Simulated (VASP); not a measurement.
Write the native input for VASP 6.6.1 that does the following.

```
Task                   : single point
Functional             : r2SCAN
Potentials or basis    : VASP PAW PBE potentials, release 64 (Cu)
Cutoff                 : 520 eV
k mesh                 : 11 × 11 × 11
Occupations            : fermi-dirac, width 0.05 eV
Spin                   : no spin polarisation
Dipole correction      : no
Further INCAR settings : ALGO = Normal; EDIFF = 1e-06; NBANDS = 18
```

Crystal: Cu.

```xyz
2
Lattice="1.2424 -4.0544 0.0000 1.2424 4.0544 0.0000 0.0000 0.0000 2.5240" Properties=species:S:1:pos:R:3 pbc="T T T"
Cu    1.2424   -2.9689    1.8930
Cu    1.2424    2.9689    0.6310
```

These files were run (other wordings do the same):

POSCAR

```
Cu
1.0
    1.2423612020     -4.0543660062      0.0000000000
    1.2423612020      4.0543660062      0.0000000000
    0.0000000000      0.0000000000      2.5240469776
Cu
2
Direct
    0.8661333500      0.1338666500      0.7500000000
    0.1338666500      0.8661333500      0.2500000000
```

INCAR.step1

```
SYSTEM = Cu
PREC = Accurate ; ENCUT = 520
ISMEAR = -1 ; SIGMA = 0.05
LREAL = .FALSE. ; LASPH = .TRUE.
NELM = 100 ; NBANDS = 18
GGA = PE ; ALGO = Normal
EDIFF = 1E-4 ; LWAVE = .TRUE.
LCHARG = .FALSE.
```

INCAR.step2

```
SYSTEM = Cu
PREC = Accurate ; ENCUT = 520
EDIFF = 1E-6 ; ISMEAR = -1
SIGMA = 0.05 ; LREAL = .FALSE.
LASPH = .TRUE. ; NELM = 100
ALGO = Normal ; ISIF = 2
LWAVE = .FALSE. ; LCHARG = .FALSE.
METAGGA = R2SCAN ; LMIXTAU = .TRUE.
NBANDS = 18 ; ISTART = 1
```

KPOINTS

```
Automatic mesh
0
G
  11 11 11
  0 0 0
```

Potentials or basis: VASP PAW PBE potentials, release 64 (Cu).

Command:

```console
$ cat potpaw_PBE.64/Cu/POTCAR > POTCAR
$ cp INCAR.step1 INCAR
$ mpirun -np 1 vasp_std > vasp.out
$ cp INCAR.step2 INCAR
$ mpirun -np 1 vasp_std > vasp.out
```

Results of the run:

The pressure is -6.5 GPa and the largest force is 0.063 eV/Å. The band gap on the k mesh is zero (bands 11 and 12 overlap by 5.62 eV).

Caveat: the cell stands under tension; the PAW data sets were made with another functional, which shifts forces and pressure a little.

Wall time 2 min on 1 thread of Intel(R) Xeon(R) 6975P-C (Granite Rapids), with other jobs on the host, peak memory 0.22 GiB.
